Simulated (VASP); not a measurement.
# B (P4_2/m) in VASP: relaxation of cell and atoms with PBE

Aim: the relaxation of cell and atoms of B with PBE.

All numbers are computed with VASP 6.6.1; they aren't measurements. Logs are shortened: lines on timing, memory, paths and dates and some standing lists are left out, and cuts for length are marked.

**1. The cell of the first run**

Symmetry: P4_2/m, No. 84, tetragonal system. Conventional cell: a = 3.252 Å, b = 3.252 Å, c = 3.875 Å, α = 90.00°, β = 90.00°, γ = 90.00°. B (site symmetry -4) has 10 B at 1.81 to 2.34 Å within 2.4 Å. B (site symmetry m) has 10 B at 1.73 to 2.34 Å within 2.4 Å.

The cell was generated, and may not be a known phase.

**2. Relaxation of cell and atoms, PBE**

The input, INCAR:

```
SYSTEM = B
  ALGO = Normal
  EDIFF = 1E-6
  EDIFFG = -0.01
  ENCUT = 600
  GGA = PE
  IBRION = 2
  ISIF = 3
  ISMEAR = 0
  LASPH = .True.
  LCHARG = .False.
  LREAL = .False.
  LWAVE = .False.
  NELM = 100
  NSW = 100
  PREC = Accurate
  SIGMA = 0.1
```

The input, KPOINTS:

```
k-points
0
Gamma
  12 12 10
  0 0 0
```

The input, POSCAR:

```
B
1.0
    3.2524608564      0.0000000000      0.0000000000
    0.0000000000      3.2524608564      0.0000000000
    0.0000000000      0.0000000000      3.8749230006
B
6
Direct
    0.0000000000      0.0000000000      0.2500000000
    0.0000000000      0.0000000000      0.7500000000
    0.6049513054      0.2550613895      0.5000000000
    0.3950486946      0.7449386105      0.5000000000
    0.7449386105      0.6049513054      0.0000000000
    0.2550613895      0.3950486946      0.0000000000
```

Potentials or basis: VASP PAW PBE potentials, release 64 (B).

Started as:

```bash
cat potpaw_PBE.64/B/POTCAR > POTCAR
mpirun -np 1 vasp_std > vasp.out
```

OUTCAR:

```text
SYSTEM = B
   EDIFF = 1E-6
   EDIFFG = -0.01
   ENCUT = 600
   GGA = PE
   IBRION = 2
   ISIF = 3
   ISMEAR = 0
   LASPH = .True.
   LREAL = .False.
   NELM = 100
   NSW = 100
   PREC = Accurate

 ion  position               nearest neighbor table
   1  0.000  0.000  0.250-   3 1.81   4 1.81   5 1.81   6 1.81   2 1.94   2 1.94
   2  0.000  0.000  0.750-   3 1.81   4 1.81   5 1.81   6 1.81   1 1.94   1 1.94
   3  0.605  0.255  0.500-   4 1.73   4 1.79   1 1.81   2 1.81
   4  0.395  0.745  0.500-   3 1.73   3 1.79   2 1.81   1 1.81
   5  0.745  0.605  0.000-   6 1.73   6 1.79   2 1.81   1 1.81
   6  0.255  0.395  0.000-   5 1.73   5 1.79   1 1.81   2 1.81

  LATTYP: Found a simple tetragonal cell.
 ALAT       =     3.2524608564
 C/A-ratio  =     1.1913819018

  Lattice vectors:

 A1 = (   3.2524608564,   0.0000000000,   0.0000000000)
 A2 = (   0.0000000000,   3.2524608564,   0.0000000000)
 A3 = (   0.0000000000,   0.0000000000,   3.8749230006)

Analysis of symmetry for initial positions (statically):
=====================================================================
 Subroutine PRICEL returns:
 Original cell was already a primitive cell.

 Routine SETGRP: Setting up the symmetry group for a
 simple tetragonal supercell.

 Subroutine GETGRP returns: Found  8 space group operations
 (whereof  4 operations were pure point group operations)
 out of a pool of 16 trial point group operations.

The static configuration has the point symmetry C_2h.
 The point group associated with its full space group is C_4h.

Analysis of symmetry for dynamics (positions and initial velocities):
=====================================================================
 Subroutine PRICEL returns:
 Original cell was already a primitive cell.

 Routine SETGRP: Setting up the symmetry group for a
 simple tetragonal supercell.

 Subroutine GETGRP returns: Found  8 space group operations
 (whereof  4 operations were pure point group operations)
 out of a pool of 16 trial point group operations.

The dynamic configuration has the point symmetry C_2h.
 The point group associated with its full space group is C_4h.

 Subroutine INISYM returns: Found  8 space group operations
 (whereof  4 operations are pure point group operations),
 and found     1 'primitive' translations

----------------------------------------------------------------------------------------

                                     Primitive cell

  volume of cell :      40.9909

  direct lattice vectors                    reciprocal lattice vectors
     3.252460856  0.000000000  0.000000000     0.307459503  0.000000000  0.000000000
     0.000000000  3.252460856  0.000000000     0.000000000  0.307459503  0.000000000
     0.000000000  0.000000000  3.874923001     0.000000000  0.000000000  0.258069644

  length of vectors
     3.252460856  3.252460856  3.874923001     0.307459503  0.307459503  0.258069644

  position of ions in fractional coordinates (direct lattice)
     0.000000000  0.000000000  0.250000000
     0.000000000  0.000000000  0.750000000
     0.604951305  0.255061389  0.500000000
     0.395048695  0.744938611  0.500000000
     0.744938611  0.604951305  0.000000000
     0.255061389  0.395048695  0.000000000

  ion indices of the primitive-cell ions
   primitive index   ion index
                 1           1
                 2           2
                 3           3
                 4           4
                 5           5
                 6           6

----------------------------------------------------------------------------------------

 KPOINTS: k-points

Automatic generation of k-mesh.
 Grid dimensions read from file:
 generate k-points for:   12   12   10

 Generating k-lattice:

  Cartesian coordinates                     Fractional coordinates (reciprocal lattice)
     0.025621625  0.000000000  0.000000000     0.083333333  0.000000000  0.000000000
     0.000000000  0.025621625  0.000000000     0.000000000  0.083333333  0.000000000
     0.000000000  0.000000000  0.025806964     0.000000000  0.000000000  0.100000000

  Length of vectors
     0.025621625  0.025621625  0.025806964

  Shift w.r.t. Gamma in fractional coordinates (k-lattice)
     0.000000000  0.000000000  0.000000000

 Subroutine IBZKPT returns following result:
 ===========================================

 Found    228 irreducible k-points:

 Following reciprocal coordinates:
            Coordinates               Weight
  0.000000  0.000000  0.000000      1.000000
  0.083333  0.000000  0.000000      4.000000
  0.166667  0.000000  0.000000      4.000000
  0.250000  0.000000  0.000000      4.000000
  0.333333  0.000000  0.000000      4.000000
  0.416667  0.000000  0.000000      4.000000
[... 16 lines left out ...]
  0.416667  0.166667  0.000000      4.000000
 -0.416667  0.166667  0.000000      4.000000
 [... further k-points ...]
   k-points           NKPTS =    228   k-points in BZ     NKDIM =    228   number of bands    NBANDS=     13
   number of dos      NEDOS =    301   number of ions     NIONS =      6
   total plane-waves  NPLWV =  25088
   dimension x,y,z NGX =    28 NGY =   28 NGZ =   32
   dimension x,y,z NGXF=    56 NGYF=   56 NGZF=   64
   ions per type =               6
   NGX,Y,Z   is equivalent  to a cutoff of  14.31, 14.31, 13.73 a.u.
   NGXF,Y,Z  is equivalent  to a cutoff of  28.62, 28.62, 27.46 a.u.
 SYSTEM =  B
   PREC   = accura    normal or accurate (medium, high low for compatibility)
   ISTART =      0    job   : 0-new  1-cont  2-samecut
   ICHARG =      2    charge: 1-file 2-atom 10-const
   ISPIN  =      1    spin polarized calculation?
   LNONCOLLINEAR =      F non collinear calculations
   LSORBIT =      F    spin-orbit coupling
   LASPH  =      T    aspherical Exc in radial PAW
   ENCUT  =  600.0 eV  44.10 Ry    6.64 a.u.   6.50  6.50  7.74*2*pi/ulx,y,z
   NELM   =    100;   NELMIN=  2; NELMDL= -5     # of ELM steps
   EDIFF  = 0.1E-05   stopping-criterion for ELM
   LREAL  =      F    real-space projection
   EDIFFG = -.1E-01   stopping-criterion for IOM
   NSW    =    100    number of steps for IOM
   IBRION =      2    ionic relax: 0-MD 1-quasi-New 2-CG
   NFREE  =      1    steps in history (QN), initial steepest desc. (CG)
   ISIF   =      3    stress and relaxation
   ISYM   =      2    0-nonsym 1-usesym 2-fastsym
   POTIM  = 0.5000    time-step for ionic-motion
   TEBEG  =    0.0;   TEEND  =   0.0 temperature during run
   PSTRESS=    0.0 pullay stress
   NELECT =      18.0000    total number of electrons
   NUPDOWN=      -1.0000    fix difference up-down
   EMIN   =  10.00;   EMAX   =-10.00  energy-range for DOS
   EFERMI =   0.00;   METHOD = LEGACY
   ISMEAR =     0;   SIGMA  =   0.10  broadening in eV -4-tet -1-fermi 0-gaus
   EFERMI_NEDOS =   21; number of points for ismear=-14 and -15
   IALGO  =     38    algorithm
   IMIX   =      4    mixing-type and parameters
     AMIX     =   0.40;   BMIX     =  1.00
     AMIX_MAG =   1.60;   BMIX_MAG =  1.00
  volume/ion in A,a.u.               =       6.83        46.10
  Fermi-wavevector in a.u.,A,eV,Ry     =   1.244333  2.351448 21.066777  1.548364
  Thomas-Fermi vector in A             =   2.378604
   LORBIT       =      0    0 simple, 1 ext, 2 COOP (PROOUT), +10 PAW based schemes
   GGA     = PE    functional components
   LHFCALC =     F    Hartree Fock is set to
   AEXX    =    0.0000 exact exchange contribution
   IVDW    =     0    specifies the selected vdW correction
   LEPSILON=     F    determine dielectric tensor
   LRPA    =     F    only Hartree local field effects (RPA)
 conjugate gradient relaxation of ions
 non-spin polarized calculation
 Gauss-broadening in eV      SIGMA  =   0.10
  energy-cutoff  :      600.00
  volume of cell :       40.99
 maximum number of plane-waves:      1404
 NGX is ok and might be reduce to    28
   NGX = 13   NGY = 13   NGZ = 15

--------------------------------------- Ionic step        1  -------------------------------------------

 number of electron      18.0000000 magnetization

 Free energy of the ion-electron system (eV)
  ---------------------------------------------------
  ext. energy  EPLUGINS =         0.00000000
  ---------------------------------------------------
  free energy    TOTEN  =       -34.53881581 eV

  energy without entropy =      -34.53158568  energy(sigma->0) =      -34.53520075

------------------------ aborting loop because EDIFF is reached ----------------------------------------

  FORCE on cell =-STRESS in cart. coord.  units (eV):
  Direction    XX          YY          ZZ          XY          YZ          ZX
  --------------------------------------------------------------------------------------
  -------------------------------------------------------------------------------------
  Total       -0.5034780     -0.5034780      1.5536026     -0.0000003      0.0000000      0.0000000
  in kB      -19.6790355    -19.6790355     60.7244068     -0.0000100      0.0000000      0.0000000
  external PRESSURE =       7.1221120 kB  Pullay stress =       0.0000000 kB
[... 145 lines left out ...]
  energy  without entropy=      -34.5472924465  energy(sigma->0) =      -34.55054697

--------------------------------------- Ionic step        5  -------------------------------------------

 number of electron      18.0000000 magnetization

 Free energy of the ion-electron system (eV)
  ---------------------------------------------------
  ext. energy  EPLUGINS =         0.00000000
  ---------------------------------------------------
  free energy    TOTEN  =       -34.55388214 eV

  energy without entropy =      -34.54741444  energy(sigma->0) =      -34.55064829

 E-fermi :   7.3943     XC(G=0): -12.1529

 val. band max:        7.3862313603   @ k =   0.2500   0.1667   0.0000
 cond. band min:       7.3955383726   @ k =  -0.2500   0.1667  -0.1000
 fundamental gap:      0.0093070123
 Fermi energy:         7.3942712713

 k-point     1 :       0.0000    0.0000    0.0000
  band No.  band energies     occupation
      1      -8.9660      2.00000
      2      -2.0656      2.00000
      3      -1.0959      2.00000
      4       1.0216      2.00000
      5       1.7842      2.00000
      6       1.7842      2.00000
      7       3.8598      2.00000
      8       6.1407      2.00000
      9       8.3186      0.00000
     10       8.3186      0.00000
     11       8.5603      0.00000
     12      12.3660      0.00000
     13      12.3660      0.00000
[... 353 lines left out ...]
 k-point    24 :      -0.4167    0.1667    0.0000
  band No.  band energies     occupation
      1      -6.7654      2.00000
      2      -4.7642      2.00000
      3      -0.7148      2.00000
      4       0.5414      2.00000
      5       1.1085      2.00000
      6       1.8041      2.00000
      7       3.5176      2.00000
      8       4.0823      2.00000
      9       6.6851      2.00000
     10       8.3663      0.00000
     11       8.6333      0.00000
     12      10.2800      0.00000
     13      11.9279      0.00000

 [... further k-points ...]

------------------------ aborting loop because EDIFF is reached ----------------------------------------

  FORCE on cell =-STRESS in cart. coord.  units (eV):
  Direction    XX          YY          ZZ          XY          YZ          ZX
  --------------------------------------------------------------------------------------
  -------------------------------------------------------------------------------------
  Total        0.0123059      0.0123059      0.0073450     -0.0000003      0.0000000      0.0000000
  in kB        0.4770362      0.4770362      0.2847290     -0.0000098      0.0000000      0.0000000
  external PRESSURE =       0.4129338 kB  Pullay stress =       0.0000000 kB
[... 21 lines left out ...]
  FREE ENERGIE OF THE ION-ELECTRON SYSTEM (eV)
  ---------------------------------------------------
  free  energy   TOTEN  =       -34.5538821436 eV

  energy  without entropy=      -34.5474144426  energy(sigma->0) =      -34.55064829

 reached required accuracy - stopping structural energy minimisation
```

Run time: 3.6 min. Hardware: 1 thread of Intel Xeon Platinum 8488C (Sapphire Rapids), shared host; peak memory 0.24 GiB.

Results:

- Free energy: -34.5539 eV
- Relaxed volume: 6.89 Å³/atom
- Relaxed cell: a = 3.240 Å, b = 3.240 Å, c = 3.938 Å, α = 90.00°, β = 90.00°, γ = 90.00°
- Space group after relaxing (to 0.1 Å): P4_2/m (No. 84)
- Energy gained by relaxing: 2.5 meV/atom
- Ionic steps: 5
- Pressure after relaxing: 0.0 GPa
- Largest force after relaxing: 0.008 eV/Å
- Band gap on the k mesh: zero (bands 9 and 10 overlap by 5.27 eV)

Forces in eV/Å, atoms in the order of the input:
```
B    0.000  0.000  0.000
B    0.000  0.000  0.000
B    0.004  0.007  0.000
B   -0.004 -0.007  0.000
B   -0.007  0.004  0.000
B    0.007 -0.004  0.000
```

Step by step:
```tsv
step	energy change (eV)	largest force (eV/Å)	pressure (GPa)	volume (Å³)
1	0.0000	0.0557	0.71	40.99
2	-0.0143	0.0334	0.67	41.17
3	-0.0146	0.0501	0.67	41.20
4	-0.0150	0.0299	-0.23	41.39
5	-0.0151	0.0083	0.04	41.33
```

Final structure:
```
CELL_PARAMETERS angstrom
3.23975 0.00000 0.00000
0.00000 3.23975 0.00000
0.00000 0.00000 3.93776
ATOMIC_POSITIONS crystal
B 0.00000 0.00000 0.25000
B 0.00000 0.00000 0.75000
B 0.60510 0.25558 0.50000
B 0.39490 0.74442 0.50000
B 0.74442 0.60510 0.00000
B 0.25558 0.39490 0.00000
```
